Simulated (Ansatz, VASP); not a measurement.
One calculation of TaN, two programs

```
Ta N
1.0
     2.95850    0.00000    0.00000
    -1.47925    2.56214    0.00000
     0.00000    0.00000    4.79180
Ta N
2 2
Direct
  0.33333 0.66667 0.00000
  0.66667 0.33333 0.50000
  0.33333 0.66667 0.38500
  0.66667 0.33333 0.88500
```

Change from the starting cell: strain -0.030 along x and y, -0.030 along z, atoms carried along.

Alike in both runs: task single point; functional PBEsol; k mesh 18 × 18 × 10; occupations gaussian, width 0.15 eV; no spin polarisation.

|  | VASP | Ansatz |
| --- | --- | --- |
| version | VASP 6.6.1 | Ansatz 0.2.0 |
| potentials or method | VASP PAW PBE potentials, release 64 (Ta_pv, N), cutoff 520 eV | scalar-relativistic, plane waves, PAW |
| valence electrons in the cell | 32 | 36 |

|  | VASP | Ansatz | Ansatz less VASP |
| --- | --- | --- | --- |
| gap on the k mesh at the Fermi level (eV) | none | none | - |
| pressure (GPa) | 206.1 | 200.9 | -5.11 |
| traceless stress, the component that is largest in VASP (GPa) | -25.65 | -25.23 | +0.420 |
| rms of the force components (eV/Å) | 1.541 | 1.512 | -0.0290 |

VASP's potentials were made for PBE, not for PBEsol. Atom by atom the forces differ by 0.029 eV/Å (rms over components). A gap of «none» marks a metal or a gap that the smearing closes. Both programs put the cell under a high pressure, so it lies far from rest at this level. VASP's potentials hold 32 valence electrons a cell and Ansatz's 36, so a difference there can come from the potentials and not from the codes.

Neither program's run includes spin-orbit coupling. Noted on VASP's run: the cell as given lies far from equilibrium.
